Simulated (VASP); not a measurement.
# CeC (Fm-3m) in VASP: electric field gradients with PBE

Aim: the electric field gradients of CeC with PBE.

Program: VASP 6.6.1. These are calculated values, not measurements. Logs are shortened: lines on timing, memory, paths and dates and some standing lists are left out, and cuts for length are marked.

### 1 The cell of the first run

Symmetry: Fm-3m, No. 225, cubic system. The conventional cell has a = 5.192 Å, b = 5.192 Å, c = 5.192 Å, α = 90.00°, β = 90.00°, γ = 90.00°. Within 3.4 Å of Ce (site symmetry m-3m) lie 6 C at 2.60 Å. Within 3.4 Å of C (site symmetry m-3m) lie 6 Ce at 2.60 Å.

### 2 Electric field gradients, PBE

Input file INCAR:

```
ALGO = Normal ; EDIFF = 1E-8
ENCUT = 520 ; GGA = PE
GGA_COMPAT = F ; ISIF = 2
ISMEAR = -1 ; ISYM = 0
KPAR = 4 ; LASPH = T
LCHARG = F ; LEFG = T
LMAXMIX = 6 ; LREAL = F
LWAVE = F ; NBANDS = 15
NELM = 200 ; PREC = Accurate
SIGMA = 0.03
```

Input file KPOINTS:

```
k-points
0
Gamma
  18 18 18
```

Input file POSCAR:

```
CeC
1.0
    0.0000000000      2.5960690000      2.5960690000
    2.5960690000      0.0000000000      2.5960690000
    2.5960690000      2.5960690000      0.0000000000
Ce C
1 1
Direct
    0.0000000000      0.0000000000      0.0000000000
    0.5000000000      0.5000000000      0.5000000000
```

Potentials or basis: VASP PAW PBE potentials, release 64 (Ce, C).

Started as:

```console
$ cat potpaw_PBE.64/Ce/POTCAR potpaw_PBE.64/C/POTCAR > POTCAR
$ mpirun -np 4 vasp_std > vasp.out
```

OUTCAR:

```text
EDIFF = 1E-8
   ENCUT = 520
   GGA = PE
   ISIF = 2
   ISMEAR = -1
   ISYM = 0
   LASPH = T
   LREAL = F
   NELM = 200
   PREC = Accurate

 ion  position               nearest neighbor table
   1  0.000  0.000  0.000-   2 2.60   2 2.60   2 2.60   2 2.60   2 2.60   2 2.60
   2  0.500  0.500  0.500-   1 2.60   1 2.60   1 2.60   1 2.60   1 2.60   1 2.60

IMPORTANT INFORMATION: All symmetrisations will be switched off!
NOSYMM: (Re-)initialisation of all symmetry stuff for point group C_1.

----------------------------------------------------------------------------------------

                                     Primitive cell

  volume of cell :      34.9928

  direct lattice vectors                    reciprocal lattice vectors
     0.000000000  2.596069000  2.596069000    -0.192598887  0.192598887  0.192598887
     2.596069000  0.000000000  2.596069000     0.192598887 -0.192598887  0.192598887
     2.596069000  2.596069000  0.000000000     0.192598887  0.192598887 -0.192598887

  length of vectors
     3.671395989  3.671395989  3.671395989     0.333591058  0.333591058  0.333591058

  position of ions in fractional coordinates (direct lattice)
     0.000000000  0.000000000  0.000000000
     0.500000000  0.500000000  0.500000000

  ion indices of the primitive-cell ions
   primitive index   ion index
                 1           1
                 2           2

----------------------------------------------------------------------------------------

 KPOINTS: k-points

Automatic generation of k-mesh.
 Grid dimensions read from file:
 generate k-points for:   18   18   18

 Generating k-lattice:

  Cartesian coordinates                     Fractional coordinates (reciprocal lattice)
    -0.010699938  0.010699938  0.010699938     0.055555556  0.000000000  0.000000000
     0.010699938 -0.010699938  0.010699938     0.000000000  0.055555556  0.000000000
     0.010699938  0.010699938 -0.010699938     0.000000000  0.000000000  0.055555556

  Length of vectors
     0.018532837  0.018532837  0.018532837

  Shift w.r.t. Gamma in fractional coordinates (k-lattice)
     0.000000000  0.000000000  0.000000000

 Subroutine IBZKPT returns following result:
 ===========================================

 Found   2920 irreducible k-points:

 Following reciprocal coordinates:
            Coordinates               Weight
  0.000000  0.000000  0.000000      1.000000
  0.055556  0.000000  0.000000      2.000000
  0.000000  0.055556  0.000000      2.000000
  0.000000  0.000000  0.055556      2.000000
  0.055556  0.055556  0.055556      2.000000
  0.111111  0.000000  0.000000      2.000000
[... 16 lines left out ...]
  0.000000  0.333333  0.000000      2.000000
  0.000000  0.000000  0.333333      2.000000
 [... further k-points ...]
   k-points           NKPTS =   2920   k-points in BZ     NKDIM =   2920   number of bands    NBANDS=     15
   number of dos      NEDOS =    301   number of ions     NIONS =      2
   total plane-waves  NPLWV =  21952
   dimension x,y,z NGX =    28 NGY =   28 NGZ =   28
   dimension x,y,z NGXF=    56 NGYF=   56 NGZF=   56
   ions per type =               1   1
   NGX,Y,Z   is equivalent  to a cutoff of  12.68, 12.68, 12.68 a.u.
   NGXF,Y,Z  is equivalent  to a cutoff of  25.36, 25.36, 25.36 a.u.
 SYSTEM =  unknown system
   PREC   = accura    normal or accurate (medium, high low for compatibility)
   ISTART =      0    job   : 0-new  1-cont  2-samecut
   ICHARG =      2    charge: 1-file 2-atom 10-const
   ISPIN  =      1    spin polarized calculation?
   LNONCOLLINEAR =      F non collinear calculations
   LSORBIT =      F    spin-orbit coupling
   LASPH  =      T    aspherical Exc in radial PAW
   ENCUT  =  520.0 eV  38.22 Ry    6.18 a.u.   6.83  6.83  6.83*2*pi/ulx,y,z
   NELM   =    200;   NELMIN=  2; NELMDL= -5     # of ELM steps
   EDIFF  = 0.1E-07   stopping-criterion for ELM
   LREAL  =      F    real-space projection
   EDIFFG = 0.1E-06   stopping-criterion for IOM
   NSW    =      0    number of steps for IOM
   IBRION =     -1    ionic relax: 0-MD 1-quasi-New 2-CG
   NFREE  =      0    steps in history (QN), initial steepest desc. (CG)
   ISIF   =      2    stress and relaxation
   ISYM   =      0    0-nonsym 1-usesym 2-fastsym
   POTIM  = 0.5000    time-step for ionic-motion
   TEBEG  =    0.0;   TEEND  =   0.0 temperature during run
   PSTRESS=    0.0 pullay stress
   NELECT =      16.0000    total number of electrons
   NUPDOWN=      -1.0000    fix difference up-down
   EMIN   =  10.00;   EMAX   =-10.00  energy-range for DOS
   EFERMI =   0.00;   METHOD = LEGACY
   ISMEAR =    -1;   SIGMA  =   0.03  broadening in eV -4-tet -1-fermi 0-gaus
   EFERMI_NEDOS =   21; number of points for ismear=-14 and -15
   IALGO  =     38    algorithm
   IMIX   =      4    mixing-type and parameters
     AMIX     =   0.40;   BMIX     =  1.00
     AMIX_MAG =   1.60;   BMIX_MAG =  1.00
  volume/ion in A,a.u.               =      17.50       118.07
  Fermi-wavevector in a.u.,A,eV,Ry     =   1.261213  2.383348 21.642235  1.590659
  Thomas-Fermi vector in A             =   2.394684
   LORBIT       =      0    0 simple, 1 ext, 2 COOP (PROOUT), +10 PAW based schemes
   GGA     = PE    functional components
   LHFCALC =     F    Hartree Fock is set to
   AEXX    =    0.0000 exact exchange contribution
   IVDW    =     0    specifies the selected vdW correction
   LEPSILON=     F    determine dielectric tensor
   LRPA    =     F    only Hartree local field effects (RPA)
 non-spin polarized calculation
  energy-cutoff  :      520.00
  volume of cell :       34.99
 maximum number of plane-waves:       960
   NGX = 13   NGY = 13   NGZ = 13

 number of electron      16.0000000 magnetization

 Free energy of the ion-electron system (eV)
  ---------------------------------------------------
  ext. energy  EPLUGINS =         0.00000000
  ---------------------------------------------------
  free energy    TOTEN  =       -15.26573917 eV

  energy without entropy =      -15.26135883  energy(sigma->0) =      -15.26354900

 E-fermi :   7.3783     XC(G=0): -11.2640

 val. band max:        7.3641239713   @ k =   0.2222   0.2778  -0.0556
 cond. band min:       7.3830128469   @ k =   0.4444   0.4444   0.0556
 fundamental gap:      0.0188888755
 Fermi energy:         7.3782649677

 k-point     1 :       0.0000    0.0000    0.0000
  band No.  band energies     occupation
      1     -26.5909      2.00000
      2      -8.5894      2.00000
      3      -8.5894      2.00000
      4      -8.5894      2.00000
      5      -1.7235      2.00000
      6       6.7513      2.00000
      7       6.7513      2.00000
      8       6.7513      2.00000
      9       7.6399      0.00033
     10       8.3010      0.00000
     11       8.3010      0.00000
     12       8.3010      0.00000
     13       9.6557      0.00000
     14       9.6557      0.00000
     15       9.6557      0.00000

 k-point     2 :       0.0556    0.0000    0.0000
  band No.  band energies     occupation
      1     -26.5848      2.00000
      2      -8.6555      2.00000
      3      -8.5935      2.00000
      4      -8.5935      2.00000
      5      -1.6427      2.00000
      6       6.6888      2.00000
      7       6.7201      2.00000
      8       6.7201      2.00000
      9       7.6322      0.00042
     10       8.2752      0.00000
     11       8.2752      0.00000
     12       8.3014      0.00000
     13       9.4342      0.00000
     14       9.6295      0.00000
     15       9.6295      0.00000
[... 365 lines left out ...]
      3      -8.6892      2.00000
      4      -8.6892      2.00000
      5       0.0751      2.00000
      6       4.8400      2.00000
      7       5.8442      2.00000
      8       5.8442      2.00000
      9       7.7372      0.00001
     10       7.9789      0.00000
     11       7.9789      0.00000
     12       8.3113      0.00000
     13       8.3485      0.00000
     14       8.3485      0.00000
     15       8.3711      0.00000

 k-point    24 :       0.0000    0.0000    0.3333
  band No.  band energies     occupation
      1     -26.4377      2.00000
      2      -9.9548      2.00000
      3      -8.6892      2.00000
      4      -8.6892      2.00000
      5       0.0751      2.00000
      6       4.8400      2.00000
      7       5.8442      2.00000
      8       5.8442      2.00000
      9       7.7372      0.00001
     10       7.9789      0.00000
     11       7.9789      0.00000
     12       8.3113      0.00000
     13       8.3485      0.00000
     14       8.3485      0.00000
     15       8.3711      0.00000

 [... further k-points ...]
[... 5 lines left out ...]
  --------------------------------------------------------------------------------------
  -------------------------------------------------------------------------------------
  Total        0.0174008      0.0174006      0.0174004      0.0000003      0.0000005      0.0000002
  in kB        0.7967130      0.7967001      0.7966942      0.0000130      0.0000219      0.0000102
  external PRESSURE =       0.7967024 kB  Pullay stress =       0.0000000 kB

 VOLUME and BASIS-vectors are now :
 -----------------------------------------------------------------------------
  energy-cutoff  :      520.00
  volume of cell :       34.99
      direct lattice vectors                 reciprocal lattice vectors
     0.000000000  2.596069000  2.596069000    -0.192598887  0.192598887  0.192598887
     2.596069000  0.000000000  2.596069000     0.192598887 -0.192598887  0.192598887
     2.596069000  2.596069000  0.000000000     0.192598887  0.192598887 -0.192598887

 POSITION                                       TOTAL-FORCE (eV/Angst)
 -----------------------------------------------------------------------------------
      0.00000      0.00000      0.00000         0.000000     -0.000000      0.000000
      2.59607      2.59607      2.59607        -0.000000      0.000000     -0.000000
 -----------------------------------------------------------------------------------
    total drift:                                0.000000     -0.000000     -0.000000

  FREE ENERGIE OF THE ION-ELECTRON SYSTEM (eV)
  ---------------------------------------------------
  free  energy   TOTEN  =       -15.2657391680 eV

  energy  without entropy=      -15.2613588322  energy(sigma->0) =      -15.26354900

 Electric field gradients (V/A^2)
---------------------------------------------------------------------
 ion       V_xx      V_yy      V_zz      V_xy      V_xz      V_yz
---------------------------------------------------------------------
   1      -0.000    -0.000     0.000     0.000     0.000     0.000
   2       0.000    -0.000    -0.000     0.000     0.000     0.000
---------------------------------------------------------------------

 Electric field gradients after diagonalization (V/A^2)
 (convention: |V_zz| > |V_xx| > |V_yy|)
----------------------------------------------------------------------
 ion       V_xx      V_yy      V_zz     asymmetry (V_yy - V_xx)/ V_zz
----------------------------------------------------------------------
   1      -0.000    -0.000     0.000       0.255
   2      -0.000    -0.000     0.001       0.027
----------------------------------------------------------------------

           NMR quadrupolar parameters

 Cq : quadrupolar parameter    Cq=e*Q*V_zz/h
 eta: asymmetry parameters     (V_yy - V_xx)/ V_zz
 Q  : nuclear electric quadrupole moment in mb (millibarn)
----------------------------------------------------------------------
 ion       Cq(MHz)       eta       Q (mb)
----------------------------------------------------------------------
   1       0.000       0.255       1.000
   2       0.000       0.027       1.000
----------------------------------------------------------------------
```

Wall time 5.3 min (4 MPI ranks of Intel Xeon 6975P-C (Granite Rapids), shared host); peak memory 1.8 GiB.

Results:

```
Free energy                             : -15.2657 eV
Pressure                                : 0.1 GPa
Band gap on the k mesh                  : zero (bands 8 and 9 overlap by 0.51 eV)
Largest electric field gradient by atom : zero within the noise of the run
```

Levels at points of the mesh, in eV from the Fermi level:
```
           k point  band 6  band 7  band 8  band 9  band 10  band 11
(0.00, 0.00, 0.00)   -0.63   -0.63   -0.63    0.26     0.92     0.92
(0.50, 0.00, 0.00)   -3.25   -1.84   -1.84    0.50     0.54     0.54
(0.00, 0.50, 0.00)   -3.25   -1.84   -1.84    0.50     0.54     0.54
(0.00, 0.00, 0.50)   -3.25   -1.84   -1.84    0.50     0.54     0.54
(0.50, 0.50, 0.50)   -3.25   -1.84   -1.84    0.50     0.54     0.54
(0.50, 0.50, 0.00)   -0.58   -0.27   -0.27    0.57     0.59     0.71
(0.00, 0.50, 0.50)   -0.58   -0.27   -0.27    0.57     0.59     0.71
(0.50, 0.00, 0.50)   -0.58   -0.27   -0.27    0.57     0.59     0.71
```

Caveat: spin-orbit coupling is left out, which moves the levels of the heavy elements; semilocal functionals describe open f shells poorly, which spoils levels, moments and volumes.
